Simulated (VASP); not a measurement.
# Mg8H in VASP: notebook, part 3 of 3

VASP 6.6.1. The steps go on from the part before.

## 5. Relaxation of cell and atoms, PBE

This run uses another cell than the first one, of 20.40 Å³/atom, 0.977 times its volume.

INCAR reads:

```
SYSTEM = Mg8H
PREC = Accurate ; ENCUT = 600
EDIFF = 1E-6 ; ISMEAR = 0
SIGMA = 0.1 ; LREAL = .False.
LASPH = .True. ; NELM = 60
ALGO = Normal ; ISIF = 3
LWAVE = .False. ; LCHARG = .False.
GGA = PE ; IBRION = 2
NSW = 90 ; EDIFFG = -0.0325
```

KPOINTS reads:

```
Automatic mesh
0
Gamma
  4 4 4
  0 0 0
```

POSCAR reads:

```
Mg8H
1.0
   -3.6145662947      3.6145662947      3.5136802483
    3.6145662947     -3.6145662947      3.5136802483
    3.6145662947      3.6145662947     -3.5136802483
Mg H
8 1
Direct
    0.0000000000      0.0000000000      0.0000000000
    0.0000000000      0.0000000000      0.5000000000
    0.0000000000      0.5000000000      0.0000000000
    0.0000000000      0.5000000000      0.5000000000
    0.5000000000      0.0000000000      0.0000000000
    0.5000000000      0.0000000000      0.5000000000
    0.5000000000      0.5000000000      0.0000000000
    0.5000000000      0.5000000000      0.5000000000
    0.1250000000      0.2500000000      0.3750000000
```

The run is started by

```console
$ cat potpaw_PBE.64/Mg/POTCAR potpaw_PBE.64/H/POTCAR > POTCAR
$ mpirun -np 1 vasp_std > vasp.out
```

Run time: 9.7 min. Hardware: 1 thread of Intel Xeon 6975P-C (Granite Rapids), shared host; peak memory 0.38 GiB.

It converged, with:

```yaml
Free_energy: -15.2135 eV
Relaxed_volume: 20.76 Å³/atom
Relaxed_cell: a = 6.273 Å, b = 6.273 Å, c = 6.273 Å, α = 105.72°, β = 105.10°, γ = 117.94°
Space_group_after_relaxing_to_0.05_Å: Imm2 (No. 44)
Energy_gained_by_relaxing: 27.9 meV/atom
Ionic_steps: 31
Pressure_after_relaxing: 0.1 GPa
Largest_force_after_relaxing: 0.012 eV/Å
```

Forces in eV/Å, atoms in the order of the input:
```
Mg   0.009  0.008  0.000
Mg   0.000 -0.010  0.000
Mg   0.000  0.005 -0.007
Mg  -0.009  0.008  0.000
Mg   0.000  0.005  0.007
Mg   0.008 -0.004  0.000
Mg  -0.008 -0.004  0.000
Mg   0.000 -0.010  0.000
H    0.000  0.001  0.000
```

The path:
```
step  energy change (eV)  largest force (eV/Å)  pressure (GPa)  volume (Å³)
   1              0.0000                0.1959            0.48       183.63
   2             -0.0169                0.1177            0.13       185.27
   3             -0.0296                0.0679           -0.54       188.68
   4             -0.0419                0.0995           -0.26       187.39
   5             -0.0460                0.1311            0.00       186.22
   6             -0.0508                0.0912            0.05       186.03
   7             -0.0546                0.0800            0.18       185.64
   8             -0.0587                0.0780           -0.02       186.71
   9             -0.0629                0.1026           -0.57       189.74
  10             -0.0643                0.1046           -0.57       189.79
  11             -0.0686                0.1102           -0.60       189.93
  12             -0.0771                0.1207           -0.64       190.22
  13             -0.0936                0.1373           -0.71       190.78
  14             -0.1163                0.1481           -0.82       191.91
  15             -0.1406                0.1279           -0.03       187.74
  16             -0.1424                0.1248            0.26       186.34
  17             -0.1507                0.0870            0.19       186.71
  18             -0.1561                0.1361            0.05       187.59
  19             -0.1567                0.1038            0.08       187.37
  20             -0.1682                0.1282           -0.08       188.32
  21             -0.1830                0.1779           -0.42       190.22
  22             -0.1910                0.1764           -0.33       189.74
  23             -0.2035                0.1768           -0.06       188.25
  24             -0.2148                0.1472            0.01       187.76
  25             -0.2305                0.1244            0.26       186.32
  26             -0.2360                0.1194           -0.01       187.63
  27             -0.2384                0.1128           -0.35       189.37
  28             -0.2424                0.0894           -0.27       188.95
  29             -0.2476                0.0798           -0.02       187.67
  30             -0.2500                0.0497            0.03       187.36
  31             -0.2514                0.0121            0.12       186.87
```

Final structure:
```yaml
crystal:
  lattice:
    - [-3.78758, 3.81453, 3.23355]
    - [3.78758, -3.81453, 3.23355]
    - [3.78758, 3.81453, -3.23355]
  atoms:
    - { symbol: Mg, position: [0.98877, 0.04104, 0.02981] }
    - { symbol: Mg, position: [0.04009, 0.99569, 0.54440] }
    - { symbol: Mg, position: [0.95671, 0.50333, 0.95338] }
    - { symbol: Mg, position: [0.98877, 0.45896, 0.44773] }
    - { symbol: Mg, position: [0.45005, 0.99667, 0.95338] }
    - { symbol: Mg, position: [0.50041, 0.95549, 0.45590] }
    - { symbol: Mg, position: [0.50041, 0.54451, 0.04493] }
    - { symbol: Mg, position: [0.54871, 0.50431, 0.54440] }
    - { symbol: H, position: [0.15108, 0.25000, 0.40108] }
```

Levels at points of the mesh, in eV from the Fermi level:
```
           k point  band 5  band 6  band 7  band 8  band 9  band 10  band 11  band 12
(0.00, 0.00, 0.00)   -1.77   -1.64   -1.33   -1.19   -1.12    -0.84    -0.73    -0.49
(0.50, 0.00, 0.00)   -2.82   -2.75   -1.27   -0.53    0.60     1.45     1.67     1.83
(0.50, 0.00, 0.50)   -2.97   -2.83   -1.12   -0.46    0.72     1.42     1.65     1.91
(0.50, 0.50, 0.00)   -2.19   -2.16   -1.38   -0.86   -0.54    -0.41     1.44     2.30
(0.50, 0.50, 0.50)   -3.75   -3.44   -0.75    0.96    0.99     1.15     1.51     1.57
```

Caveat: the bands computed are all filled at some k points, so no gap is given.

## 6. Overview

```csv
task,cell,k mesh,cutoff (eV),gap on the mesh (eV),pressure (GPa),largest force (eV/Å)
single point,"a = 6.255 Å, angles 111.0, 111.0, 106.4°, 9 atoms",4 × 4 × 4,520,none,-0.1,0.01
single point,"a = 6.405 Å, angles 119.1, 119.1, 91.6°, 9 atoms",6 × 6 × 6,520,none,-0.2,-
relaxation of cell and atoms,"relaxed from a = 6.203 Å, angles 108.7, 108.7, 111.0°, 9 atoms",4 × 4 × 4,600,-,0.1,0.01
```

Alike in all rows: level PBE; potentials or basis VASP PAW PBE potentials, release 64 (Mg, H); no spin polarisation; smearing gaussian 0.1 eV.

Caveats: the bands computed are all filled at some k points, so no gap is given (some runs).

Absolute energies hang on the potentials; compare differences alone.
